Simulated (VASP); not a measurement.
Here is a VASP 6.6.1 calculation.

Contents of POSCAR:

```
MgO
1.0
    0.0000000000      2.2820056617      2.3276457750
    2.2820056617      0.0000000000      2.3276457750
    2.2820056617      2.2820056617      0.0000000000
Mg O
1 1
Direct
    0.0000000000      0.0000000000      0.0000000000
    0.2500000000      0.2500000000      0.2500000000
```

File INCAR.step1:

```
SYSTEM = MgO
ALGO = Normal
EDIFF = 1E-5
ENCUT = 520
GGA = PE
ISIF = 2
ISMEAR = 0
LASPH = .True.
LCHARG = .False.
LREAL = .False.
LWAVE = .True.
NBANDS = 11
NELM = 60
PREC = Accurate
SIGMA = 0.01
```

INCAR.step2

```
SYSTEM = MgO
ALGO = Normal
EDIFF = 1E-6
ENCUT = 520
GGA = PE
HFSCREEN = 0.2079
ISIF = 2
ISMEAR = 0
ISTART = 1
LASPH = .True.
LCHARG = .False.
LHFCALC = .True.
LREAL = .False.
LWAVE = .False.
NBANDS = 11
NELM = 60
PREC = Accurate
PRECFOCK = Normal
SIGMA = 0.01
```

Contents of KPOINTS:

```
k-points
0
Gamma
  6 6 6
  0 0 0
```

Potentials or basis: VASP PAW PBE potentials, release 64 (Mg, O).

Run with:

```bash
$ cat potpaw_PBE.64/Mg/POTCAR potpaw_PBE.64/O/POTCAR > POTCAR
$ cp INCAR.step1 INCAR
$ mpirun -np 1 vasp_std > vasp.out
$ cp INCAR.step2 INCAR
$ mpirun -np 1 vasp_std > vasp.out
```

**Question.** What does it give for the band gap on the k mesh?

**Answer.** 5.10 eV.

**Question.** What does it give for the pressure?

**Answer.** -2.6 GPa.

Stress tensor (GPa, compression positive):
```
-2.21  0.00  0.00
 0.00 -2.21  0.00
 0.00  0.00 -3.24
```

Caveat: the cell differs from its parent crystal (uniaxial z strain +2.0%); the structure was generated, so it needn't be the stable form of MgO; the PAW data sets were made with another functional, which shifts forces and pressure a little.
